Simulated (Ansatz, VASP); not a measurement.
**SiC in VASP and in Ansatz**

```
Si C
1.0
     0.00000    2.17845    2.17845
     2.17845    0.00000    2.17845
     2.17845    2.17845    0.00000
Si C
1 1
Direct
  0.75000 0.75000 0.75000
  0.00000 0.00000 0.00000
```

Alike in both runs: task single point; functional PBEsol; k mesh 8 × 8 × 8; occupations gaussian, width 0.02 eV; no spin polarisation.

|  | VASP | Ansatz |
| --- | --- | --- |
| version | VASP 6.6.1 | Ansatz 0.2.0 |
| potentials or method | VASP PAW PBE potentials, release 64 (Si, C), cutoff 600 eV | scalar-relativistic, plane waves, PAW |
| valence electrons in the cell | 8 | 8 |

Ansatz gave:

| Item | Value |
| --- | --- |
| gap on the k mesh at the Fermi level (eV) | 1.24 |
| least direct gap on the mesh (eV) | 4.46 |
| pressure (GPa) | 0.0 |

Which values does VASP return?

gap on the k mesh at the Fermi level (eV): 1.23; least direct gap on the mesh (eV): 4.44; pressure (GPa): 0.2.

VASP's potentials were made for PBE, not for PBEsol, and Ansatz warns of the same on its side. The functional is the same, so the differences come from potentials, cutoffs and numerics.
